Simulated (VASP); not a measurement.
# FeO (P6_3mc) in VASP: a series of runs

FeO is run at these levels: PBE; tasks: single point.

Program: VASP 6.6.1. These are calculated values, not measurements. Logs are shortened: lines on timing, memory, paths and dates and some standing lists are left out, and cuts for length are marked.

**1. The cell of the first run**

Symmetry: P6_3mc, No. 186, hexagonal system. The conventional cell has a = 3.094 Å, b = 3.094 Å, c = 5.733 Å, α = 90.00°, β = 90.00°, γ = 120.00°. Fe (site symmetry 3m) has 4 O at 1.92 to 2.02 Å within 2.5 Å. Within 2.5 Å of O (site symmetry 3m) lie 4 Fe at 1.92 to 2.02 Å.

**2. Single point, PBE, collinear spin, ferromagnetic start**

INCAR reads:

```
PREC = Accurate
ENCUT = 520
EDIFF = 1E-6
ISMEAR = 0
SIGMA = 0.1
LREAL = False
LASPH = True
NELM = 150
ALGO = Normal
ISIF = 2
LWAVE = False
LCHARG = False
ISPIN = 2
MAGMOM = 3.53 3.53 0.35 0.35
LORBIT = 11
LMAXMIX = 4
GGA = PE
NBANDS = 26
```

KPOINTS reads:

```
Automatic mesh
0
Gamma
  6 6 4
```

POSCAR reads:

```
FeO
1.0
    3.0937912068      0.0000000000      0.0000000000
   -1.5468956034      2.6793017791      0.0000000000
    0.0000000000      0.0000000000      5.7334606047
Fe O
2 2
Direct
    0.3333333333      0.6666666667      0.0239860142
    0.6666666667      0.3333333333      0.5239860142
    0.3333333333      0.6666666667      0.3581139858
    0.6666666667      0.3333333333      0.8581139858
```

Potentials or basis: VASP PAW PBE potentials, release 64 (Fe, O).

Run with:

```console
> cat potpaw_PBE.64/Fe/POTCAR potpaw_PBE.64/O/POTCAR > POTCAR
> mpirun -np 1 vasp_std > vasp.out
```

OUTCAR:

```text
PREC = Accurate
   ENCUT = 520
   EDIFF = 1E-6
   ISMEAR = 0
   LREAL = False
   LASPH = True
   NELM = 150
   ISIF = 2
   ISPIN = 2
   LORBIT = 11
   GGA = PE

 ion  position               nearest neighbor table
   1  0.333  0.667  0.024-   3 1.92   4 2.02   4 2.02   4 2.02
   2  0.667  0.333  0.524-   4 1.92   3 2.02   3 2.02   3 2.02
   3  0.333  0.667  0.358-   1 1.92   2 2.02   2 2.02   2 2.02
   4  0.667  0.333  0.858-   2 1.92   1 2.02   1 2.02   1 2.02

  LATTYP: Found a hexagonal cell.
 ALAT       =     3.0937912068
 C/A-ratio  =     1.8532151078

  Lattice vectors:

 A1 = (   3.0937912068,   0.0000000000,   0.0000000000)
 A2 = (  -1.5468956034,   2.6793017791,   0.0000000000)
 A3 = (   0.0000000000,   0.0000000000,   5.7334606047)

Analysis of symmetry for initial positions (statically):
=====================================================================
 Subroutine PRICEL returns:
 Original cell was already a primitive cell.

 Routine SETGRP: Setting up the symmetry group for a
 hexagonal supercell.

 Subroutine GETGRP returns: Found 12 space group operations
 (whereof  6 operations were pure point group operations)
 out of a pool of 24 trial point group operations.

The static configuration has the point symmetry C_3v.
 The point group associated with its full space group is C_6v.

Analysis of symmetry for dynamics (positions and initial velocities):
=====================================================================
 Subroutine PRICEL returns:
 Original cell was already a primitive cell.

 Routine SETGRP: Setting up the symmetry group for a
 hexagonal supercell.

 Subroutine GETGRP returns: Found 12 space group operations
 (whereof  6 operations were pure point group operations)
 out of a pool of 24 trial point group operations.

The dynamic configuration has the point symmetry C_3v.
 The point group associated with its full space group is C_6v.

Analysis of structural, dynamic, and magnetic symmetry:
=====================================================================
 Subroutine PRICEL returns:
 Original cell was already a primitive cell.

 Routine SETGRP: Setting up the symmetry group for a
 hexagonal supercell.

 Subroutine GETGRP returns: Found 12 space group operations
 (whereof  6 operations were pure point group operations)
 out of a pool of 24 trial point group operations.

The overall configuration has the point symmetry C_3v.
 The point group associated with its full space group is C_6v.

 Subroutine INISYM returns: Found 12 space group operations
 (whereof  6 operations are pure point group operations),
 and found     1 'primitive' translations

----------------------------------------------------------------------------------------

                                     Primitive cell

  volume of cell :      47.5258

  direct lattice vectors                    reciprocal lattice vectors
     3.093791207  0.000000000  0.000000000     0.323228018  0.186615783  0.000000000
    -1.546895603  2.679301779  0.000000000     0.000000000  0.373231566  0.000000000
     0.000000000  0.000000000  5.733460605     0.000000000  0.000000000  0.174414733

  length of vectors
     3.093791207  3.093791207  5.733460605     0.373231566  0.373231566  0.174414733

  position of ions in fractional coordinates (direct lattice)
     0.333333333  0.666666667  0.023986014
     0.666666667  0.333333333  0.523986014
     0.333333333  0.666666667  0.358113986
     0.666666667  0.333333333  0.858113986

  ion indices of the primitive-cell ions
   primitive index   ion index
                 1           1
                 2           2
                 3           3
                 4           4

----------------------------------------------------------------------------------------

 KPOINTS: Automatic mesh

Automatic generation of k-mesh.
 Grid dimensions read from file:
 generate k-points for:    6    6    4

 Generating k-lattice:

  Cartesian coordinates                     Fractional coordinates (reciprocal lattice)
     0.053871336  0.031102631  0.000000000     0.166666667  0.000000000  0.000000000
     0.000000000  0.062205261  0.000000000     0.000000000  0.166666667  0.000000000
     0.000000000  0.000000000  0.043603683     0.000000000  0.000000000  0.250000000

  Length of vectors
     0.062205261  0.062205261  0.043603683

  Shift w.r.t. Gamma in fractional coordinates (k-lattice)
     0.000000000  0.000000000  0.000000000

 Subroutine IBZKPT returns following result:
 ===========================================

 Found     21 irreducible k-points:

 Following reciprocal coordinates:
            Coordinates               Weight
  0.000000  0.000000  0.000000      1.000000
  0.166667 -0.000000  0.000000      6.000000
  0.333333 -0.000000  0.000000      6.000000
  0.500000 -0.000000  0.000000      3.000000
  0.166667  0.166667  0.000000      6.000000
  0.333333  0.166667  0.000000     12.000000
[... 13 lines left out ...]
  0.333333  0.166667  0.500000     12.000000
  0.333333  0.333333  0.500000      2.000000
   k-points           NKPTS =     21   k-points in BZ     NKDIM =     21   number of bands    NBANDS=     26
   number of dos      NEDOS =    301   number of ions     NIONS =      4
   total plane-waves  NPLWV =  27648
   dimension x,y,z NGX =    24 NGY =   24 NGZ =   48
   dimension x,y,z NGXF=    48 NGYF=   48 NGZF=   96
   ions per type =               2   2
   NGX,Y,Z   is equivalent  to a cutoff of  12.90, 12.90, 13.92 a.u.
   NGXF,Y,Z  is equivalent  to a cutoff of  25.79, 25.79, 27.84 a.u.
 SYSTEM =  unknown system
   PREC   = accura    normal or accurate (medium, high low for compatibility)
   ISTART =      0    job   : 0-new  1-cont  2-samecut
   ICHARG =      2    charge: 1-file 2-atom 10-const
   ISPIN  =      2    spin polarized calculation?
   LNONCOLLINEAR =      F non collinear calculations
   LSORBIT =      F    spin-orbit coupling
   LASPH  =      T    aspherical Exc in radial PAW
   ENCUT  =  520.0 eV  38.22 Ry    6.18 a.u.   5.75  5.75 10.66*2*pi/ulx,y,z
   NELM   =    150;   NELMIN=  2; NELMDL= -5     # of ELM steps
   EDIFF  = 0.1E-05   stopping-criterion for ELM
   LREAL  =      F    real-space projection
   EDIFFG = 0.1E-04   stopping-criterion for IOM
   NSW    =      0    number of steps for IOM
   IBRION =     -1    ionic relax: 0-MD 1-quasi-New 2-CG
   NFREE  =      0    steps in history (QN), initial steepest desc. (CG)
   ISIF   =      2    stress and relaxation
   ISYM   =      2    0-nonsym 1-usesym 2-fastsym
   POTIM  = 0.5000    time-step for ionic-motion
   TEBEG  =    0.0;   TEEND  =   0.0 temperature during run
   PSTRESS=    0.0 pullay stress
   NELECT =      28.0000    total number of electrons
   NUPDOWN=      -1.0000    fix difference up-down
   EMIN   =  10.00;   EMAX   =-10.00  energy-range for DOS
   EFERMI =   0.00;   METHOD = LEGACY
   ISMEAR =     0;   SIGMA  =   0.10  broadening in eV -4-tet -1-fermi 0-gaus
   EFERMI_NEDOS =   21; number of points for ismear=-14 and -15
   IALGO  =     38    algorithm
   IMIX   =      4    mixing-type and parameters
     AMIX     =   0.40;   BMIX     =  1.00
     AMIX_MAG =   1.60;   BMIX_MAG =  1.00
  volume/ion in A,a.u.               =      11.88        80.18
  Fermi-wavevector in a.u.,A,eV,Ry     =   1.372412  2.593482 25.626755  1.883513
  Thomas-Fermi vector in A             =   2.498021
   LORBIT       =     11    0 simple, 1 ext, 2 COOP (PROOUT), +10 PAW based schemes
   GGA     = PE    functional components
   LHFCALC =     F    Hartree Fock is set to
   AEXX    =    0.0000 exact exchange contribution
   IVDW    =     0    specifies the selected vdW correction
   LEPSILON=     F    determine dielectric tensor
   LRPA    =     F    only Hartree local field effects (RPA)
 spin polarized calculation
 Gauss-broadening in eV      SIGMA  =   0.10
  energy-cutoff  :      520.00
  volume of cell :       47.53
 maximum number of plane-waves:      1296
 NGX is ok and might be reduce to    24
   NGX = 11   NGY = 11   NGZ = 21

 number of electron      28.0000007 magnetization       8.0001532

 Free energy of the ion-electron system (eV)
  ---------------------------------------------------
  ext. energy  EPLUGINS =         0.00000000
  ---------------------------------------------------
  free energy    TOTEN  =       -29.92790243 eV

  energy without entropy =      -29.91987356  energy(sigma->0) =      -29.92388800

 E-fermi :   4.3406     XC(G=0): -11.0672

 val. band max:        4.3235060497   @ k =   0.1667  -0.0000   0.5000
 cond. band min:       4.3420569157   @ k =   0.0000   0.0000   0.0000
 fundamental gap:      0.0185508660
 Fermi energy:         4.3405680946

 spin component 1

 k-point     1 :       0.0000    0.0000    0.0000
  band No.  band energies     occupation
      1     -15.7615      1.00000
      2     -15.2496      1.00000
      3      -3.1681      1.00000
      4      -2.5789      1.00000
      5      -1.6347      1.00000
      6      -1.6347      1.00000
[... 598 lines left out ...]
     25      17.9685      0.00000
     26      17.9685      0.00000
 Fermi energy:         4.3405680946

 spin component 2

 k-point     1 :       0.0000    0.0000    0.0000
  band No.  band energies     occupation
      1     -15.1902      1.00000
      2     -14.6624      1.00000
      3      -2.6017      1.00000
      4      -1.3206      1.00000
      5      -0.1537      1.00000
      6      -0.1537      1.00000
[... 598 lines left out ...]
     25      18.3662      0.00000
     26      18.3662      0.00000

------------------------ aborting loop because EDIFF is reached ----------------------------------------

  FORCE on cell =-STRESS in cart. coord.  units (eV):
  Direction    XX          YY          ZZ          XY          YZ          ZX
  --------------------------------------------------------------------------------------
  -------------------------------------------------------------------------------------
  Total        0.0467367      0.0467367      0.1499058      0.0000000      0.0000000      0.0000000
  in kB        1.5755740      1.5755740      5.0535836      0.0000000      0.0000000      0.0000000
  external PRESSURE =       2.7349106 kB  Pullay stress =       0.0000000 kB

 VOLUME and BASIS-vectors are now :
 -----------------------------------------------------------------------------
  energy-cutoff  :      520.00
  volume of cell :       47.53
      direct lattice vectors                 reciprocal lattice vectors
     3.093791207  0.000000000  0.000000000     0.323228018  0.186615783  0.000000000
    -1.546895603  2.679301779  0.000000000     0.000000000  0.373231566  0.000000000
     0.000000000  0.000000000  5.733460605     0.000000000  0.000000000  0.174414733

 POSITION                                       TOTAL-FORCE (eV/Angst)
 -----------------------------------------------------------------------------------
     -0.00000      1.78620      0.13752        -0.000000      0.000000     -0.057106
      1.54690      0.89310      3.00425        -0.000000     -0.000000     -0.057106
     -0.00000      1.78620      2.05323        -0.000000      0.000000      0.057106
      1.54690      0.89310      4.91996         0.000000     -0.000000      0.057106
 -----------------------------------------------------------------------------------
    total drift:                               -0.000000     -0.000000      0.001310

  FREE ENERGIE OF THE ION-ELECTRON SYSTEM (eV)
  ---------------------------------------------------
  free  energy   TOTEN  =       -29.9279024312 eV

  energy  without entropy=      -29.9198735613  energy(sigma->0) =      -29.92388800

 total charge

# of ion       s       p       d       tot
------------------------------------------
    1        0.341   0.444   6.063   6.848
    2        0.341   0.444   6.063   6.848
    3        1.555   3.451   0.000   5.006
    4        1.555   3.451   0.000   5.006
--------------------------------------------------
tot          3.791   7.792  12.126  23.709

 magnetization (x)

# of ion       s       p       d       tot
------------------------------------------
    1        0.027   0.046   3.509   3.581
    2        0.027   0.046   3.509   3.581
    3        0.020   0.290   0.000   0.310
    4        0.020   0.290   0.000   0.310
--------------------------------------------------
tot          0.094   0.672   7.017   7.783
```

It took 23 s on 1 thread of Intel Xeon 6975P-C (Granite Rapids), shared host; peak memory 0.2 GiB.

Results:

- Free energy: -29.9279 eV
- Pressure: 0.3 GPa
- Largest force: 0.057 eV/Å
- Band gap on the k mesh: zero (filled and empty bands overlap)
- Net moment: 8.00 μB per cell
- Site moments: Fe +3.58; O +0.31 μB
- Valence electrons inside the program's atomic spheres: Fe 6.85; O 5.01

Forces in eV/Å, atoms in the order of the input:
```
Fe   0.000  0.000 -0.057
Fe   0.000  0.000 -0.057
O    0.000  0.000  0.057
O    0.000  0.000  0.057
```

Caveat: the k points lie up to 0.39 Å⁻¹ apart; semilocal functionals often make such compounds metallic where correlation or magnetic order opens a gap, which also shifts bond lengths; only a ferromagnetic start was run, and an antiferromagnetic order may lie lower in energy.

[end of part 1 of 2]
